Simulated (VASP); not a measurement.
# Ru (P6_3/mmc) in VASP: notebook

Ru is run at these levels: PBE; tasks: single point, relaxation of cell and atoms.

Program: VASP 6.6.1. These are calculated values, not measurements. Logs are shortened: lines on timing, memory, paths and dates and some standing lists are left out, and cuts for length are marked.

## Step 1: The cell of the first run

It takes space group P6_3/mmc (No. 194, hexagonal). The conventional cell has a = 2.722 Å, b = 2.722 Å, c = 4.297 Å, α = 90.00°, β = 90.00°, γ = 120.00°. Ru (site symmetry -6m2) has 12 Ru at 2.66 to 2.72 Å within 3.5 Å.

## Step 2: Single point, PBE

Input file INCAR:

```
ALGO = Normal
EDIFF = 1E-6
ENCUT = 500
GGA = PE
GGA_COMPAT = False
ISIF = 2
ISMEAR = -1
LASPH = True
LCHARG = True
LELF = True
LREAL = False
LVHAR = True
LWAVE = False
NBANDS = 21
NELM = 120
PREC = Accurate
SIGMA = 0.15
```

Input file KPOINTS:

```
k-points
0
Gamma
  18 18 10
```

Input file POSCAR:

```
Ru
1.0
    2.7221550981      0.0000000000      0.0000000000
   -1.3610775490      2.3574554680      0.0000000000
    0.0000000000      0.0000000000      4.2971157556
Ru
2
Direct
    0.3333333333      0.6666666667      0.2500000000
    0.6666666667      0.3333333333      0.7500000000
```

Potentials or basis: VASP PAW PBE potentials, release 64 (Ru_pv).

Launch:

```bash
> cat potpaw_PBE.64/Ru_pv/POTCAR > POTCAR
> mpirun -np 1 vasp_std > vasp.out
```

OUTCAR:

```text
EDIFF = 1E-6
   ENCUT = 500
   GGA = PE
   ISIF = 2
   ISMEAR = -1
   LASPH = True
   LREAL = False
   NELM = 120
   PREC = Accurate

 ion  position               nearest neighbor table
   1  0.333  0.667  0.250-   2 2.66   2 2.66   2 2.66   2 2.66   2 2.66   2 2.66
   2  0.667  0.333  0.750-   1 2.66   1 2.66   1 2.66   1 2.66   1 2.66   1 2.66

  LATTYP: Found a hexagonal cell.
 ALAT       =     2.7221550981
 C/A-ratio  =     1.5785712425

  Lattice vectors:

 A1 = (   2.7221550981,   0.0000000000,   0.0000000000)
 A2 = (  -1.3610775490,   2.3574554680,   0.0000000000)
 A3 = (   0.0000000000,   0.0000000000,   4.2971157556)

Analysis of symmetry for initial positions (statically):
=====================================================================
 Subroutine PRICEL returns:
 Original cell was already a primitive cell.

 Routine SETGRP: Setting up the symmetry group for a
 hexagonal supercell.

 Subroutine GETGRP returns: Found 24 space group operations
 (whereof 12 operations were pure point group operations)
 out of a pool of 24 trial point group operations.

The static configuration has the point symmetry D_3d.
 The point group associated with its full space group is D_6h.

Analysis of symmetry for dynamics (positions and initial velocities):
=====================================================================
 Subroutine PRICEL returns:
 Original cell was already a primitive cell.

 Routine SETGRP: Setting up the symmetry group for a
 hexagonal supercell.

 Subroutine GETGRP returns: Found 24 space group operations
 (whereof 12 operations were pure point group operations)
 out of a pool of 24 trial point group operations.

The dynamic configuration has the point symmetry D_3d.
 The point group associated with its full space group is D_6h.

 Subroutine INISYM returns: Found 24 space group operations
 (whereof 12 operations are pure point group operations),
 and found     1 'primitive' translations

----------------------------------------------------------------------------------------

                                     Primitive cell

  volume of cell :      27.5761

  direct lattice vectors                    reciprocal lattice vectors
     2.722155098  0.000000000  0.000000000     0.367355997  0.212093084  0.000000000
    -1.361077549  2.357455468  0.000000000     0.000000000  0.424186167  0.000000000
     0.000000000  0.000000000  4.297115756     0.000000000  0.000000000  0.232714234

  length of vectors
     2.722155098  2.722155098  4.297115756     0.424186167  0.424186167  0.232714234

  position of ions in fractional coordinates (direct lattice)
     0.333333333  0.666666667  0.250000000
     0.666666667  0.333333333  0.750000000

  ion indices of the primitive-cell ions
   primitive index   ion index
                 1           1
                 2           2

----------------------------------------------------------------------------------------

 KPOINTS: k-points

Automatic generation of k-mesh.
 Grid dimensions read from file:
 generate k-points for:   18   18   10

 Generating k-lattice:

  Cartesian coordinates                     Fractional coordinates (reciprocal lattice)
     0.020408666  0.011782949  0.000000000     0.055555556  0.000000000  0.000000000
     0.000000000  0.023565898  0.000000000     0.000000000  0.055555556  0.000000000
     0.000000000  0.000000000  0.023271423     0.000000000  0.000000000  0.100000000

  Length of vectors
     0.023565898  0.023565898  0.023271423

  Shift w.r.t. Gamma in fractional coordinates (k-lattice)
     0.000000000  0.000000000  0.000000000

 Subroutine IBZKPT returns following result:
 ===========================================

 Found    222 irreducible k-points:

 Following reciprocal coordinates:
            Coordinates               Weight
  0.000000  0.000000  0.000000      1.000000
  0.055556  0.000000  0.000000      6.000000
  0.111111  0.000000  0.000000      6.000000
  0.166667  0.000000  0.000000      6.000000
  0.222222  0.000000  0.000000      6.000000
[... 46 lines left out ...]
  band No.  band energies     occupation
      1     -31.0291      2.00000
      2     -30.1410      2.00000
      3     -30.1410      2.00000
      4     -29.9767      2.00000
      5     -29.9767      2.00000
      6     -29.9366      2.00000
[... 13 lines left out ...]
     20      23.0090      0.00000
     21      23.0216      0.00000

 k-point     2 :       0.0556    0.0000    0.0000
  band No.  band energies     occupation
      1     -31.0190      2.00000
      2     -30.1622      2.00000
      3     -30.1483      2.00000
      4     -29.9989      2.00000
      5     -29.9796      2.00000
      6     -29.9413      2.00000
[... 13 lines left out ...]
     20      23.0090      0.00000
     21      23.0209      0.00000

 k-point     3 :       0.1111    0.0000    0.0000
  band No.  band energies     occupation
      1     -30.9895      2.00000
      2     -30.2232      2.00000
      3     -30.1687      2.00000
      4     -30.0622      2.00000
      5     -29.9882      2.00000
      6     -29.9554      2.00000
[... 13 lines left out ...]
     20      23.0089      0.00000
     21      23.0190      0.00000

 k-point     4 :       0.1667    0.0000    0.0000
  band No.  band energies     occupation
      1     -30.9423      2.00000
      2     -30.3166      2.00000
      3     -30.1993      2.00000
      4     -30.1575      2.00000
      5     -30.0020      2.00000
      6     -29.9791      2.00000
[... 13 lines left out ...]
     20      23.0088      0.00000
     21      23.0168      0.00000

 k-point     5 :       0.2222    0.0000    0.0000
  band No.  band energies     occupation
      1     -30.8803      2.00000
      2     -30.4314      2.00000
      3     -30.2716      2.00000
      4     -30.2357      2.00000
      5     -30.0197      2.00000
      6     -30.0120      2.00000
[... 13 lines left out ...]
     20      23.0088      0.00000
     21      23.0147      0.00000
[... 382 lines left out ...]
     20      23.0087      0.00000
     21      23.0133      0.00000

 k-point    22 :       0.2778    0.1111    0.0000
  band No.  band energies     occupation
      1     -30.7074      2.00000
      2     -30.6555      2.00000
      3     -30.5277      2.00000
      4     -30.3203      2.00000
      5     -30.1170      2.00000
      6     -30.1064      2.00000
[... 13 lines left out ...]
     20      23.0077      0.00000
     21      23.0098      0.00000

 k-point    23 :       0.3333    0.1111    0.0000
  band No.  band energies     occupation
      1     -30.7430      2.00000
      2     -30.6328      2.00000
      3     -30.5865      2.00000
      4     -30.3651      2.00000
      5     -30.1691      2.00000
      6     -30.1263      2.00000
[... 13 lines left out ...]
     20      23.0086      0.00000
     21      23.2477      0.00000

 k-point    24 :       0.3889    0.1111    0.0000
  band No.  band energies     occupation
      1     -30.7998      2.00000
      2     -30.6248      2.00000
      3     -30.5723      2.00000
      4     -30.3939      2.00000
      5     -30.2149      2.00000
      6     -30.1393      2.00000
[... 13 lines left out ...]
     20      23.0081      0.00000
     21      23.5960      0.00000

 [... further k-points ...]
[... 5 lines left out ...]
  --------------------------------------------------------------------------------------
  -------------------------------------------------------------------------------------
  Total       -0.0090414     -0.0090414     -0.0046558     -0.0000000      0.0000000      0.0000000
  in kB       -0.5253060     -0.5253060     -0.2705010     -0.0000000      0.0000000      0.0000000
  external PRESSURE =      -0.4403710 kB  Pullay stress =       0.0000000 kB

 VOLUME and BASIS-vectors are now :
 -----------------------------------------------------------------------------
  energy-cutoff  :      500.00
  volume of cell :       27.58
      direct lattice vectors                 reciprocal lattice vectors
     2.722155098  0.000000000  0.000000000     0.367355997  0.212093084  0.000000000
    -1.361077549  2.357455468  0.000000000     0.000000000  0.424186167  0.000000000
     0.000000000  0.000000000  4.297115756     0.000000000  0.000000000  0.232714234

 POSITION                                       TOTAL-FORCE (eV/Angst)
 -----------------------------------------------------------------------------------
     -0.00000      1.57164      1.07428         0.000000      0.000000      0.000000
      1.36108      0.78582      3.22284        -0.000000     -0.000000      0.000000
 -----------------------------------------------------------------------------------
    total drift:                               -0.000000      0.000000     -0.000000

  FREE ENERGIE OF THE ION-ELECTRON SYSTEM (eV)
  ---------------------------------------------------
  free  energy   TOTEN  =       -18.5313043129 eV

  energy  without entropy=      -18.4029505706  energy(sigma->0) =      -18.46712744
```

Run time: 72 s. Hardware: 1 thread of Intel Xeon Platinum 8488C (Sapphire Rapids), shared host; peak memory 0.21 GiB.

Results:

| Quantity | Value |
| --- | --- |
| Free energy | -18.5313 eV |
| Pressure | 0.0 GPa |
| Band gap on the k mesh | zero (band 14 reaches 14.02 eV, above the bottom of band 15 at 10.96 eV) |

Levels at points of the mesh, in eV from the Fermi level:
```csv
k point,band 12,band 13,band 14,band 15,band 16,band 17
"(0.00, 0.00, 0.00)",-1.88,-1.88,-1.39,-1.39,1.14,1.14
"(0.50, 0.00, 0.00)",-1.79,-1.49,1.36,1.77,1.86,3.96
"(0.00, 0.00, 0.50)",-2.72,-2.66,-2.66,0.52,0.52,0.52
"(0.50, 0.00, 0.50)",-1.05,0.43,0.43,1.61,1.61,3.32
```

## Step 3: Single point, PBE

Input file INCAR:

```
ALGO = Normal ; EDIFF = 1E-6
ENCUT = 500 ; GGA = PE
GGA_COMPAT = False ; ISIF = 2
ISMEAR = -1 ; LASPH = True
LCHARG = True ; LELF = True
LREAL = False ; LVHAR = True
LWAVE = False ; NBANDS = 21
NELM = 120 ; PREC = Accurate
SIGMA = 0.15
```

KPOINTS is that of step 2.

Input file POSCAR:

```
Ru
1.0
    2.7222232901      0.0000000000      0.0000000000
   -1.3611116451      2.3575145240      0.0000000000
    0.0000000000      0.0000000000      4.2973136336
Ru
2
Direct
    0.3333333333      0.6666666667      0.2500000000
    0.6666666667      0.3333333333      0.7500000000
```

Potentials or basis: VASP PAW PBE potentials, release 64 (Ru_pv).

Launch:

```bash
> cat potpaw_PBE.64/Ru_pv/POTCAR > POTCAR
> mpirun -np 1 vasp_std > vasp.out
```

It took 88 s on 1 thread of Intel Xeon Platinum 8488C (Sapphire Rapids), shared host; peak memory 0.2 GiB.

The run converged. Its results:

| Item | Value |
| --- | --- |
| Free energy | -18.5313 eV |
| Pressure | -0.1 GPa |
| Band gap on the k mesh | zero (band 14 reaches 14.01 eV, above the bottom of band 15 at 10.96 eV) |

Levels at points of the mesh, in eV from the Fermi level:
```csv
k point,band 12,band 13,band 14,band 15,band 16,band 17
"(0.00, 0.00, 0.00)",-1.88,-1.88,-1.39,-1.39,1.14,1.14
"(0.50, 0.00, 0.00)",-1.79,-1.49,1.36,1.77,1.86,3.96
"(0.00, 0.00, 0.50)",-2.72,-2.66,-2.66,0.52,0.52,0.52
"(0.50, 0.00, 0.50)",-1.05,0.43,0.43,1.61,1.61,3.32
```

## Step 4: Relaxation of cell and atoms, PBE, target pressure 35 GPa, at which the enthalpy is minimised

This run uses another cell than the first one, of 13.10 Å³/atom, 0.950 times its volume.

Input file INCAR:

```
SYSTEM = Ru
PREC     = Accurate       ! precision mode
ENCUT    = 500            ! plane-wave cutoff, eV
EDIFF    = 1E-7           ! SCF threshold, eV
ISMEAR   = -1             ! smearing method
SIGMA    = 0.15           ! smearing width, eV
LREAL    = .False.        ! projectors in reciprocal space
LASPH    = .True.         ! aspherical terms in the spheres
NELM     = 120            ! most SCF steps
ALGO     = Normal         ! electronic algorithm
ISIF     = 3              ! what is computed and relaxed
LWAVE    = .False.        ! write WAVECAR
LCHARG   = .False.        ! write CHGCAR
GGA      = PE             ! functional
IBRION   = 2              ! ionic algorithm
NSW      = 80             ! ionic steps
EDIFFG   = -0.001         ! ionic threshold
PSTRESS  = 350.0        
GGA_COMPAT= .False.      
NELMIN   = 4
```

Input file KPOINTS:

```
Automatic mesh
0
Gamma
  18 18 10
  0 0 0
```

Input file POSCAR:

```
Ru
1.0
    2.6739630167      0.0000000000      0.0000000000
   -1.3369815084      2.3157199012      0.0000000000
    0.0000000000      0.0000000000      4.2303420288
Ru
2
Direct
    0.3333333333      0.6666666667      0.2500000000
    0.6666666667      0.3333333333      0.7500000000
```

Launch:

```bash
> cat potpaw_PBE.64/Ru_pv/POTCAR > POTCAR
> mpirun -np 1 vasp_std > vasp.out
```

Wall time 5.9 min (1 thread of Intel Xeon Platinum 8488C (Sapphire Rapids), shared host); peak memory 0.21 GiB.

The run converged. Its results:

* Free energy: -18.2917 eV
* Relaxed volume: 12.59 Å³/atom
* Relaxed cell: a = 2.638 Å, b = 2.638 Å, c = 4.180 Å, α = 90.00°, β = 90.00°, γ = 120.00°
* Space group after relaxing (to 0.05 Å): P6_3/mmc (No. 194)
* Energy change on relaxing (the enthalpy is what falls): +82.7 meV/atom
* Ionic steps: 13
* Pressure after relaxing: 35.0 GPa
* Band gap on the k mesh: zero (band 14 reaches 15.93 eV, above the bottom of band 15 at 12.43 eV)

The path:
| step | energy change (eV) | largest force (eV/Å) | pressure (GPa) | volume (Å³) |
| --- | --- | --- | --- | --- |
| 1 | 0.0000 | 0.0000 | 17.99 | 26.19 |
| 2 | 2.2283 | 0.0000 | 149.87 | 21.27 |
| 3 | 0.1487 | 0.0000 | 33.57 | 25.26 |
| 4 | 0.1618 | 0.0000 | 34.71 | 25.20 |
| 5 | 0.1661 | 0.0000 | 35.08 | 25.18 |
| 6 | 0.1667 | 0.0000 | 35.08 | 25.18 |
| 7 | 0.1663 | 0.0000 | 35.06 | 25.18 |
| 8 | 0.1663 | 0.0000 | 35.08 | 25.18 |
| 9 | 0.1663 | 0.0000 | 35.08 | 25.18 |
| 10 | 0.1627 | 0.0000 | 34.76 | 25.20 |
| 11 | 0.1655 | 0.0000 | 35.01 | 25.18 |
| 12 | 0.1654 | 0.0000 | 35.00 | 25.18 |
| 13 | 0.1654 | 0.0000 | 35.00 | 25.18 |

Final structure:
```
Ru
1.0
     2.63768    0.00000    0.00000
    -1.31884    2.28429    0.00000
     0.00000    0.00000    4.17953
Ru
2
Direct
  0.33333 0.66667 0.25000
  0.66667 0.33333 0.75000
```

Levels at points of the mesh, in eV from the Fermi level:
```csv
k point,band 10,band 11,band 12,band 13,band 14,band 15,band 16,band 17,band 18
"(0.00, 0.00, 0.00)",-2.93,-2.74,-2.16,-2.16,-1.56,-1.56,1.31,1.31,1.37
"(0.50, 0.00, 0.00)",-3.38,-2.31,-1.92,-1.69,1.62,2.09,2.16,4.50,6.70
"(0.00, 0.00, 0.50)",-3.10,-3.10,-3.10,-2.97,-2.97,0.61,0.61,0.61,0.61
"(0.50, 0.00, 0.50)",-5.08,-1.20,-1.20,0.49,0.49,1.90,1.90,3.70,3.70
```

Caveat: the cell is relaxed towards a set pressure, so the enthalpy falls and the energy may rise.

## Step 5: Relaxation of cell and atoms, PBE, target pressure 18 GPa, at which the enthalpy is minimised

This run uses another cell than the first one, of 13.50 Å³/atom, 0.979 times its volume.

Input file INCAR:

```
SYSTEM = Ru
PREC = Accurate
ENCUT = 500
EDIFF = 1E-7
ISMEAR = -1
SIGMA = 0.15
LREAL = .False.
LASPH = .True.
NELM = 120
ALGO = Normal
ISIF = 3
LWAVE = .False.
LCHARG = .False.
GGA = PE
IBRION = 2
NSW = 80
EDIFFG = -0.001
PSTRESS = 180.0
GGA_COMPAT = .False.
NELMIN = 4
```

Input file KPOINTS:

```
regular mesh
0
Gamma
  18 18 10
  0 0 0
```

Input file POSCAR:

```
Ru
1.0
    2.7019029697      0.0000000000      0.0000000000
   -1.3509514849      2.3399166103      0.0000000000
    0.0000000000      0.0000000000      4.2692465018
Ru
2
Direct
    0.3333333333      0.6666666667      0.2500000000
    0.6666666667      0.3333333333      0.7500000000
```

Launch:

```bash
> cat potpaw_PBE.64/Ru_pv/POTCAR > POTCAR
> mpirun -np 1 vasp_std > vasp.out
```

It took 4.5 min on 1 thread of Intel Xeon Platinum 8488C (Sapphire Rapids), shared host; peak memory 0.21 GiB.

Results (log left out):

```
Free energy                                            : -18.4573 eV
Relaxed volume                                         : 13.10 Å³/atom
Relaxed cell                                           : a = 2.674 Å, b = 2.674 Å, c = 4.230 Å, α = 90.00°, β = 90.00°, γ = 120.00°
Space group after relaxing (to 0.05 Å)                 : P6_3/mmc (No. 194)
Energy change on relaxing (the enthalpy is what falls) : +30.7 meV/atom
Ionic steps                                            : 9
Pressure after relaxing                                : 18.0 GPa
Band gap on the k mesh                                 : zero (band 14 reaches 15.07 eV, above the bottom of band 15 at 11.78 eV)
```

The path:
```
step  energy change (eV)  largest force (eV/Å)  pressure (GPa)  volume (Å³)
   1              0.0000                0.0000            6.95        26.99
   2              0.7747                0.0000           72.51        23.51
   3              0.0571                0.0000           17.44        26.23
   4              0.0606                0.0000           17.92        26.20
   5              0.0624                0.0000           18.16        26.18
   6              0.0577                0.0000           17.49        26.23
   7              0.0603                0.0000           17.85        26.20
   8              0.0632                0.0000           18.24        26.18
   9              0.0613                0.0000           18.01        26.19
```

Final structure:
```
CELL_PARAMETERS angstrom
2.67384 0.00000 0.00000
-1.33692 2.31561 0.00000
0.00000 0.00000 4.23042
ATOMIC_POSITIONS crystal
Ru 0.33333 0.66667 0.25000
Ru 0.66667 0.33333 0.75000
```

Levels at points of the mesh, in eV from the Fermi level:
```tsv
k point	band 12	band 13	band 14	band 15	band 16	band 17
(0.00, 0.00, 0.00)	-2.03	-2.03	-1.48	-1.48	1.24	1.24
(0.50, 0.00, 0.00)	-1.87	-1.60	1.50	1.95	2.03	4.26
(0.00, 0.00, 0.50)	-2.93	-2.84	-2.84	0.57	0.57	0.57
(0.50, 0.00, 0.50)	-1.13	0.46	0.46	1.77	1.77	3.53
```

Caveat: the cell is relaxed towards a set pressure, so the enthalpy falls and the energy may rise.

## Step 6: The runs side by side

```tsv
task	cell	gap on the mesh (eV)	pressure (GPa)
single point	a = 2.722, b = 2.722, c = 4.297 Å, angles 90.0, 90.0, 120.0°, 2 atoms	none	-0.1
relaxation of cell and atoms	relaxed to 35 GPa from a = 2.674, b = 2.674, c = 4.230 Å, angles 90.0, 90.0, 120.0°, 2 atoms	none	35.0
relaxation of cell and atoms	relaxed to 18 GPa from a = 2.702, b = 2.702, c = 4.269 Å, angles 90.0, 90.0, 120.0°, 2 atoms	none	18.0
```

Alike in all rows: level PBE; potentials or basis VASP PAW PBE potentials, release 64 (Ru_pv); no spin polarisation; k mesh 18 × 18 × 10; cutoff (eV) 500; smearing fermi-dirac 0.15 eV.

Caveats: the cell is relaxed towards a set pressure, so the enthalpy falls and the energy may rise (some runs).

Total energies depend on the potentials used, so only differences within one code and one set of settings carry meaning.
